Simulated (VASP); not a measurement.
The system is MoH2.

```xyz
6
Lattice="0.0000 3.2344 3.2344 3.2344 0.0000 3.2344 3.2344 3.2344 0.0000" Properties=species:S:1:pos:R:3 pbc="T T T"
H     0.8086    2.4258    2.4258
H     2.4258    2.4258    0.8086
H     2.4258    0.8086    2.4258
H     0.8086    0.8086    0.8086
Mo    3.2344    3.2344    3.2344
Mo    4.8516    4.8516    4.8516
```

The cell was built from a structure type or drawn by symmetry, and may not be a known phase.

| Property | Result |
| --- | --- |
| Program | VASP 6.6.1 |
| Task | relaxation of cell and atoms |
| Functional | PBE |
| Potentials or basis | VASP PAW PBE potentials, release 64 (H, Mo_sv) |
| Cutoff | 600 eV |
| k mesh | 6 × 6 × 6 |
| Occupations | gaussian, width 0.1 eV |
| Spin | no spin polarisation |

At the start: pressure -30.8 GPa; volume 11.28 Å³/atom.

**Question.** How do energy, volume and symmetry change on relaxing?

**Answer.** Over 3 steps the energy falls by 419.8 meV/atom and the volume is 8.01 Å³/atom (-28.9 %); space group Fd-3m (No. 227, to 0.1 Å) before and after.

Step by step:
```csv
step,energy change (eV),largest force (eV/Å),pressure (GPa),volume (Å³)
1,0.0000,0.0000,-30.82,67.67
2,-2.5155,0.0000,-1.90,48.57
3,-2.5186,0.0000,-0.13,48.08
```

Final structure:
```xyz
6
Lattice="0.0000 2.8862 2.8862 2.8862 0.0000 2.8862 2.8862 2.8862 0.0000" Properties=species:S:1:pos:R:3 pbc="T T T"
H     0.7215    2.1646    2.1646
H     2.1646    2.1646    0.7215
H     2.1646    0.7215    2.1646
H     0.7215    0.7215    0.7215
Mo    2.8862    2.8862    2.8862
Mo    4.3292    4.3292    4.3292
```

Caveat: the volume moved by over 15 % at a fixed basis, so the end points are rough.
